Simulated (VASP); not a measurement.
Input of a VASP 6.6.1 run:

INCAR

```
SYSTEM = Zr3H
  PREC = Accurate
  ENCUT = 520
  EDIFF = 1E-7
  ISMEAR = 0
  SIGMA = 0.1
  LREAL = .FALSE.
  LASPH = .TRUE.
  NELM = 60
  ALGO = Normal
  ISIF = 2
  LWAVE = .FALSE.
  LCHARG = .FALSE.
  GGA = PE
  NBANDS = 26
```

KPOINTS

```
regular mesh
0
G
  12 12 16
  0 0 0
```

File POSCAR:

```
Zr3H
1.0
    5.6564105652      0.0000000000      0.0000000000
   -2.8282052826      4.8985952437      0.0000000000
    0.0000000000      0.0000000000      2.9956737576
Zr H
3 1
Direct
    0.5000000000      0.0000000000      0.5000000000
    0.0000000000      0.5000000000      0.5000000000
    0.5000000000      0.5000000000      0.5000000000
    0.0000000000      0.0000000000      0.5000000000
```

Potentials or basis: VASP PAW PBE potentials, release 64 (Zr_sv, H).

Run with:

```console
$ cat potpaw_PBE.64/Zr_sv/POTCAR potpaw_PBE.64/H/POTCAR > POTCAR
$ mpirun -np 1 vasp_std > vasp.out
```

Task: Estimate the pressure.

Result: 0.0 GPa.
